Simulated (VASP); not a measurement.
# ZnCd2Te3 (I-4m2) in VASP: further runs

Runs on ZnCd2Te3. Level: PBE. Tasks: single point.

Program: VASP 6.6.1. These are calculated values, not measurements. Logs are shortened: lines on timing, memory, paths and dates and some standing lists are left out, and cuts for length are marked.

## (1) The cell of the first run

Symmetry: I-4m2, No. 119, tetragonal system. Conventional cell: a = 4.565 Å, b = 4.565 Å, c = 19.534 Å, α = 90.00°, β = 90.00°, γ = 90.00°. Zn (site symmetry -4m2) has 4 Te at 2.71 Å within 3.6 Å. Within 3.8 Å of Cd (site symmetry 2mm) lie 4 Te at 2.85 Å. Within 3.6 Å of Te (site symmetry 2mm) lie 2 Zn at 2.71 Å and 2 Cd at 2.85 Å. Te (site symmetry -4m2) has 4 Cd at 2.85 Å within 3.8 Å.

## (2) Single point, PBE

INCAR reads:

```
  PREC = Accurate
  ENCUT = 520
  EDIFF = 1E-6
  ISMEAR = 0
  SIGMA = 0.02
  LREAL = False
  LASPH = True
  NELM = 100
  ALGO = Normal
  ISIF = 2
  LWAVE = False
  LCHARG = False
  GGA = PE
  NBANDS = 36
```

KPOINTS reads:

```
Automatic mesh
0
Gamma
  8 8 8
```

POSCAR reads:

```
ZnCd2Te3
1.0
   -2.2823936227      2.2823936227      9.7670277193
    2.2823936227     -2.2823936227      9.7670277193
    2.2823936227      2.2823936227     -9.7670277193
Zn Cd Te
1 2 3
Direct
    0.5000000000      0.5000000000      0.0000000000
    0.8373437951      0.8373437951      0.0000000000
    0.1626562049      0.1626562049      0.0000000000
    0.5748615346      0.0748615346      0.5000000000
    0.2500000000      0.7500000000      0.5000000000
    0.9251384654      0.4251384654      0.5000000000
```

Potentials or basis: VASP PAW PBE potentials, release 64 (Zn, Cd, Te).

On the command line:

```console
$ cat potpaw_PBE.64/Zn/POTCAR potpaw_PBE.64/Cd/POTCAR potpaw_PBE.64/Te/POTCAR > POTCAR
$ mpirun -np 1 vasp_std > vasp.out
```

OUTCAR:

```text
PREC = Accurate
   ENCUT = 520
   EDIFF = 1E-6
   ISMEAR = 0
   LREAL = False
   LASPH = True
   NELM = 100
   ISIF = 2
   GGA = PE

 ion  position               nearest neighbor table
   1  0.500  0.500  0.000-   4 2.71   6 2.71   4 2.71   6 2.71
   2  0.837  0.837  0.000-   5 2.85   5 2.85   6 2.85   6 2.85
   3  0.163  0.163  0.000-   5 2.85   5 2.85   4 2.85   4 2.85
   4  0.575  0.075  0.500-   1 2.71   1 2.71   3 2.85   3 2.85
   5  0.250  0.750  0.500-   3 2.85   2 2.85   2 2.85   3 2.85
   6  0.925  0.425  0.500-   1 2.71   1 2.71   2 2.85   2 2.85

  LATTYP: Found a body centered tetragonal cell.
 ALAT       =     4.5647872454
 C/A-ratio  =     4.2792915394

  Lattice vectors:

 A1 = (  -2.2823936227,   2.2823936227,   9.7670277193)
 A2 = (   2.2823936227,  -2.2823936227,   9.7670277193)
 A3 = (   2.2823936227,   2.2823936227,  -9.7670277193)

Analysis of symmetry for initial positions (statically):
=====================================================================
 Subroutine PRICEL returns:
 Original cell was already a primitive cell.

 Routine SETGRP: Setting up the symmetry group for a
 body centered tetragonal supercell.

 Subroutine GETGRP returns: Found  8 space group operations
 (whereof  8 operations were pure point group operations)
 out of a pool of 16 trial point group operations.

The static configuration has the point symmetry D_2d.

Analysis of symmetry for dynamics (positions and initial velocities):
=====================================================================
 Subroutine PRICEL returns:
 Original cell was already a primitive cell.

 Routine SETGRP: Setting up the symmetry group for a
 body centered tetragonal supercell.

 Subroutine GETGRP returns: Found  8 space group operations
 (whereof  8 operations were pure point group operations)
 out of a pool of 16 trial point group operations.

The dynamic configuration has the point symmetry D_2d.

 Subroutine INISYM returns: Found  8 space group operations
 (whereof  8 operations are pure point group operations),
 and found     1 'primitive' translations

----------------------------------------------------------------------------------------

                                     Primitive cell

  volume of cell :     203.5183

  direct lattice vectors                    reciprocal lattice vectors
[... 97 lines left out ...]
   EDIFFG = 0.1E-04   stopping-criterion for IOM
   NSW    =      0    number of steps for IOM
   IBRION =     -1    ionic relax: 0-MD 1-quasi-New 2-CG
   NFREE  =      0    steps in history (QN), initial steepest desc. (CG)
   ISIF   =      2    stress and relaxation
   ISYM   =      2    0-nonsym 1-usesym 2-fastsym
   POTIM  = 0.5000    time-step for ionic-motion
   TEBEG  =    0.0;   TEEND  =   0.0 temperature during run
   PSTRESS=    0.0 pullay stress
   NELECT =      54.0000    total number of electrons
   NUPDOWN=      -1.0000    fix difference up-down
   EMIN   =  10.00;   EMAX   =-10.00  energy-range for DOS
   EFERMI =   0.00;   METHOD = LEGACY
   ISMEAR =     0;   SIGMA  =   0.02  broadening in eV -4-tet -1-fermi 0-gaus
   EFERMI_NEDOS =   21; number of points for ismear=-14 and -15
   IALGO  =     38    algorithm
   IMIX   =      4    mixing-type and parameters
     AMIX     =   0.40;   BMIX     =  1.00
     AMIX_MAG =   1.60;   BMIX_MAG =  1.00
  volume/ion in A,a.u.               =      33.92       228.90
  Fermi-wavevector in a.u.,A,eV,Ry     =   1.051974  1.987942 15.056872  1.106649
  Thomas-Fermi vector in A             =   2.187038
   LORBIT       =      0    0 simple, 1 ext, 2 COOP (PROOUT), +10 PAW based schemes
   GGA     = PE    functional components
   LHFCALC =     F    Hartree Fock is set to
   AEXX    =    0.0000 exact exchange contribution
   IVDW    =     0    specifies the selected vdW correction
   LEPSILON=     F    determine dielectric tensor
   LRPA    =     F    only Hartree local field effects (RPA)
 non-spin polarized calculation
 Gauss-broadening in eV      SIGMA  =   0.02
  energy-cutoff  :      520.00
  volume of cell :      203.52
 maximum number of plane-waves:      5517
 NGX is ok and might be reduce to    80
   NGX = 39   NGY = 39   NGZ = 39

 number of electron      53.9999996 magnetization

 Free energy of the ion-electron system (eV)
  ---------------------------------------------------
  ext. energy  EPLUGINS =         0.00000000
  ---------------------------------------------------
  free energy    TOTEN  =       -14.75228092 eV

  energy without entropy =      -14.75228092  energy(sigma->0) =      -14.75228092

 E-fermi :   2.2296     XC(G=0):  -8.4622

 val. band max:        2.1415411079   @ k =   0.0000   0.0000   0.0000
 cond. band min:       2.7997107952   @ k =   0.0000   0.0000   0.0000
 fundamental gap:      0.6581696873
 Fermi energy:         2.2296144764

 k-point     1 :       0.0000    0.0000    0.0000
  band No.  band energies     occupation
      1      -8.9626      2.00000
      2      -8.5183      2.00000
      3      -8.3641      2.00000
      4      -5.9876      2.00000
      5      -5.9876      2.00000
      6      -5.9238      2.00000
[... 925 lines left out ...]
     35       8.1495      0.00000
     36       8.4464      0.00000

 [... further k-points ...]

------------------------ aborting loop because EDIFF is reached ----------------------------------------

  FORCE on cell =-STRESS in cart. coord.  units (eV):
  Direction    XX          YY          ZZ          XY          YZ          ZX
  --------------------------------------------------------------------------------------
  -------------------------------------------------------------------------------------
  Total        0.0783567      0.0783567      0.0937968      0.0000000      0.0000000      0.0000000
  in kB        0.6168550      0.6168550      0.7384061      0.0000000      0.0000000      0.0000000
  external PRESSURE =       0.6573720 kB  Pullay stress =       0.0000000 kB

 VOLUME and BASIS-vectors are now :
 -----------------------------------------------------------------------------
  energy-cutoff  :      520.00
  volume of cell :      203.52
      direct lattice vectors                 reciprocal lattice vectors
    -2.282393623  2.282393623  9.767027719     0.000000000  0.219068260  0.051192647
     2.282393623 -2.282393623  9.767027719     0.219068260  0.000000000  0.051192647
     2.282393623  2.282393623 -9.767027719     0.219068260  0.219068260  0.000000000

 POSITION                                       TOTAL-FORCE (eV/Angst)
 -----------------------------------------------------------------------------------
      0.00000      0.00000      9.76703        -0.000000      0.000000      0.000000
      0.00000      0.00000     16.35672        -0.000000      0.000000      0.000194
      0.00000      0.00000      3.17734        -0.000000      0.000000     -0.000194
      0.00000      2.28239      1.46235         0.000000     -0.000000     -0.004945
      2.28239      0.00000      4.88351        -0.000000      0.000000      0.000000
      0.00000      2.28239      8.30468         0.000000     -0.000000      0.004945
 -----------------------------------------------------------------------------------
    total drift:                                0.000001     -0.000001     -0.000000

  FREE ENERGIE OF THE ION-ELECTRON SYSTEM (eV)
  ---------------------------------------------------
  free  energy   TOTEN  =       -14.7522809220 eV

  energy  without entropy=      -14.7522809220  energy(sigma->0) =      -14.75228092
```

OSZICAR:

```text
N       E                     dE             d eps       ncg     rms          rms(c)
DAV:   1     0.362410646578E+03    0.36241E+03   -0.23484E+04  4248   0.137E+03
DAV:   2     0.122947586932E+02   -0.35012E+03   -0.33831E+03  4416   0.325E+02
DAV:   3    -0.148010071108E+02   -0.27096E+02   -0.26890E+02  5080   0.948E+01
DAV:   4    -0.153871751761E+02   -0.58617E+00   -0.58533E+00  4972   0.126E+01
DAV:   5    -0.154003673647E+02   -0.13192E-01   -0.13192E-01  5384   0.176E+00    0.826E+00
DAV:   6    -0.147804766032E+02    0.61989E+00   -0.15124E+00  5288   0.144E+01    0.669E+00
DAV:   7    -0.147506576730E+02    0.29819E-01   -0.59834E-01  4684   0.419E+00    0.249E+00
DAV:   8    -0.147518533518E+02   -0.11957E-02   -0.37247E-02  4740   0.170E+00    0.827E-01
DAV:   9    -0.147519062296E+02   -0.52878E-04   -0.33169E-03  4816   0.340E-01    0.375E-01
DAV:  10    -0.147521798695E+02   -0.27364E-03   -0.10420E-03  4812   0.154E-01    0.815E-02
DAV:  11    -0.147522489728E+02   -0.69103E-04   -0.12886E-04  4888   0.741E-02    0.212E-02
DAV:  12    -0.147522693610E+02   -0.20388E-04   -0.22500E-05  4788   0.292E-02    0.115E-02
DAV:  13    -0.147522801971E+02   -0.10836E-04   -0.15293E-05  4568   0.176E-02    0.884E-03
DAV:  14    -0.147522809220E+02   -0.72497E-06   -0.10979E-06  3932   0.466E-03
   1 F= -.14752281E+02 E0= -.14752281E+02  d E =-.166782E-12
```

stdout:

```text
POSCAR found type information on POSCAR ZnCdTe
 POSCAR found :  3 types and       6 ions
 scaLAPACK will be used
 LDA part: xc-table for (Slater+PW92), standard interpolation
 POSCAR, INCAR and KPOINTS ok, starting setup
 FFT: planning ... GRIDC
 FFT: planning ... GRID_SOFT
 FFT: planning ... GRID
 WAVECAR not read
 entering main loop
```

It took 25 min on 1 thread of AMD EPYC 9R45 (Zen 5), shared host; peak memory 1.1 GiB.

Results:

| Item | Value |
| --- | --- |
| Free energy | -14.7523 eV |
| Pressure | 0.1 GPa |
| Largest force | 0.005 eV/Å |
| Band gap on the k mesh | 0.66 eV |

Forces on the atoms (eV/Å):
```
Zn   0.000  0.000  0.000
Cd   0.000  0.000  0.000
Cd   0.000  0.000  0.000
Te   0.000  0.000 -0.005
Te   0.000  0.000  0.000
Te   0.000  0.000  0.005
```

Levels at points of the mesh, in eV from the valence-band top:
| k point | band 24 | band 25 | band 26 | band 27 | band 28 | band 29 | band 30 | band 31 |
| --- | --- | --- | --- | --- | --- | --- | --- | --- |
| (0.00, 0.00, 0.00) | -1.26 | -0.09 | 0.00 | 0.00 | 0.66 | 2.39 | 2.74 | 3.22 |
| (0.50, 0.00, 0.00) | -1.03 | -0.76 | -0.66 | -0.61 | 1.68 | 2.57 | 2.87 | 4.76 |
| (0.50, 0.50, 0.00) | -2.05 | -2.04 | -1.79 | -1.79 | 2.50 | 2.64 | 3.53 | 3.63 |
| (0.50, 0.50, 0.50) | -0.67 | -0.67 | -0.48 | -0.48 | 2.10 | 2.34 | 2.68 | 2.82 |

Caveat: spin-orbit coupling is left out, which moves the levels of the heavy elements.

## (3) Single point, PBE

INCAR reads:

```
SYSTEM = ZnCd2Te3
PREC = Accurate
ENCUT = 520
EDIFF = 1E-6
ISMEAR = 0
SIGMA = 0.02
LREAL = .FALSE.
LASPH = .TRUE.
NELM = 80
ALGO = Normal
ISIF = 2
LWAVE = .FALSE.
LCHARG = .FALSE.
GGA = PE
NBANDS = 36
```

KPOINTS reads:

```
regular mesh
0
G
  8 8 8
  0 0 0
```

POSCAR is that of step 2.

Potentials or basis: VASP PAW PBE potentials, release 64 (Zn, Cd, Te).

On the command line:

```console
$ cat potpaw_PBE.64/Zn/POTCAR potpaw_PBE.64/Cd/POTCAR potpaw_PBE.64/Te/POTCAR > POTCAR
$ mpirun -np 1 vasp_std > vasp.out
```

OUTCAR:

```text
SYSTEM = ZnCd2Te3
   PREC = Accurate
   ENCUT = 520
   EDIFF = 1E-6
   ISMEAR = 0
   LREAL = .FALSE.
   LASPH = .TRUE.
   NELM = 80
   ISIF = 2
   GGA = PE

 ion  position               nearest neighbor table
   1  0.500  0.500  0.000-   4 2.71   6 2.71   4 2.71   6 2.71
   2  0.837  0.837  0.000-   5 2.85   5 2.85   6 2.85   6 2.85
   3  0.163  0.163  0.000-   5 2.85   5 2.85   4 2.85   4 2.85
   4  0.575  0.075  0.500-   1 2.71   1 2.71   3 2.85   3 2.85
   5  0.250  0.750  0.500-   3 2.85   2 2.85   2 2.85   3 2.85
   6  0.925  0.425  0.500-   1 2.71   1 2.71   2 2.85   2 2.85

  LATTYP: Found a body centered tetragonal cell.
 ALAT       =     4.5647872454
 C/A-ratio  =     4.2792915394

  Lattice vectors:

 A1 = (  -2.2823936227,   2.2823936227,   9.7670277193)
 A2 = (   2.2823936227,  -2.2823936227,   9.7670277193)
 A3 = (   2.2823936227,   2.2823936227,  -9.7670277193)

Analysis of symmetry for initial positions (statically):
=====================================================================
 Subroutine PRICEL returns:
 Original cell was already a primitive cell.

 Routine SETGRP: Setting up the symmetry group for a
 body centered tetragonal supercell.

 Subroutine GETGRP returns: Found  8 space group operations
 (whereof  8 operations were pure point group operations)
 out of a pool of 16 trial point group operations.

The static configuration has the point symmetry D_2d.

Analysis of symmetry for dynamics (positions and initial velocities):
=====================================================================
 Subroutine PRICEL returns:
 Original cell was already a primitive cell.

 Routine SETGRP: Setting up the symmetry group for a
 body centered tetragonal supercell.

 Subroutine GETGRP returns: Found  8 space group operations
 (whereof  8 operations were pure point group operations)
 out of a pool of 16 trial point group operations.

[... 130 lines left out ...]
  Fermi-wavevector in a.u.,A,eV,Ry     =   1.051974  1.987942 15.056872  1.106649
  Thomas-Fermi vector in A             =   2.187038
   LORBIT       =      0    0 simple, 1 ext, 2 COOP (PROOUT), +10 PAW based schemes
   GGA     = PE    functional components
   LHFCALC =     F    Hartree Fock is set to
   AEXX    =    0.0000 exact exchange contribution
   IVDW    =     0    specifies the selected vdW correction
   LEPSILON=     F    determine dielectric tensor
   LRPA    =     F    only Hartree local field effects (RPA)
 non-spin polarized calculation
 Gauss-broadening in eV      SIGMA  =   0.02
  energy-cutoff  :      520.00
  volume of cell :      203.52
 maximum number of plane-waves:      5517
 NGX is ok and might be reduce to    80
   NGX = 39   NGY = 39   NGZ = 39

 number of electron      53.9999996 magnetization

 Free energy of the ion-electron system (eV)
  ---------------------------------------------------
  ext. energy  EPLUGINS =         0.00000000
  ---------------------------------------------------
  free energy    TOTEN  =       -14.75228092 eV

  energy without entropy =      -14.75228092  energy(sigma->0) =      -14.75228092

 E-fermi :   2.2296     XC(G=0):  -8.4622

 val. band max:        2.1415411079   @ k =   0.0000   0.0000   0.0000
 cond. band min:       2.7997107952   @ k =   0.0000   0.0000   0.0000
 fundamental gap:      0.6581696873
 Fermi energy:         2.2296144764

 k-point     1 :       0.0000    0.0000    0.0000
  band No.  band energies     occupation
      1      -8.9626      2.00000
      2      -8.5183      2.00000
      3      -8.3641      2.00000
      4      -5.9876      2.00000
      5      -5.9876      2.00000
      6      -5.9238      2.00000
[... 925 lines left out ...]
     35       8.1495      0.00000
     36       8.4464      0.00000

 [... further k-points ...]

------------------------ aborting loop because EDIFF is reached ----------------------------------------

  FORCE on cell =-STRESS in cart. coord.  units (eV):
  Direction    XX          YY          ZZ          XY          YZ          ZX
  --------------------------------------------------------------------------------------
  -------------------------------------------------------------------------------------
  Total        0.0783567      0.0783567      0.0937968      0.0000000      0.0000000      0.0000000
  in kB        0.6168550      0.6168550      0.7384061      0.0000000      0.0000000      0.0000000
  external PRESSURE =       0.6573720 kB  Pullay stress =       0.0000000 kB

 VOLUME and BASIS-vectors are now :
 -----------------------------------------------------------------------------
  energy-cutoff  :      520.00
  volume of cell :      203.52
      direct lattice vectors                 reciprocal lattice vectors
    -2.282393623  2.282393623  9.767027719     0.000000000  0.219068260  0.051192647
     2.282393623 -2.282393623  9.767027719     0.219068260  0.000000000  0.051192647
     2.282393623  2.282393623 -9.767027719     0.219068260  0.219068260  0.000000000

 POSITION                                       TOTAL-FORCE (eV/Angst)
 -----------------------------------------------------------------------------------
      0.00000      0.00000      9.76703        -0.000000      0.000000      0.000000
      0.00000      0.00000     16.35672        -0.000000      0.000000      0.000194
      0.00000      0.00000      3.17734        -0.000000      0.000000     -0.000194
      0.00000      2.28239      1.46235         0.000000     -0.000000     -0.004945
      2.28239      0.00000      4.88351        -0.000000      0.000000      0.000000
      0.00000      2.28239      8.30468         0.000000     -0.000000      0.004945
 -----------------------------------------------------------------------------------
    total drift:                                0.000001     -0.000001     -0.000000

  FREE ENERGIE OF THE ION-ELECTRON SYSTEM (eV)
  ---------------------------------------------------
  free  energy   TOTEN  =       -14.7522809220 eV

  energy  without entropy=      -14.7522809220  energy(sigma->0) =      -14.75228092
```

stdout:

```text
POSCAR found type information on POSCAR ZnCdTe
 POSCAR found :  3 types and       6 ions
 scaLAPACK will be used
 LDA part: xc-table for (Slater+PW92), standard interpolation
 POSCAR, INCAR and KPOINTS ok, starting setup
 FFT: planning ... GRIDC
 FFT: planning ... GRID_SOFT
 FFT: planning ... GRID
 WAVECAR not read
 entering main loop
```

It took 25 min on 1 thread of AMD EPYC 9R45 (Zen 5), shared host; peak memory 1.1 GiB.

What came out:

```yaml
Free_energy: -14.7523 eV
Pressure: 0.1 GPa
Largest_force: 0.005 eV/Å
Band_gap_on_the_k_mesh: 0.66 eV
```

Forces on the atoms (eV/Å):
```
Zn   0.000  0.000  0.000
Cd   0.000  0.000  0.000
Cd   0.000  0.000  0.000
Te   0.000  0.000 -0.005
Te   0.000  0.000  0.000
Te   0.000  0.000  0.005
```

Caveat: spin-orbit coupling is left out, which moves the levels of the heavy elements.
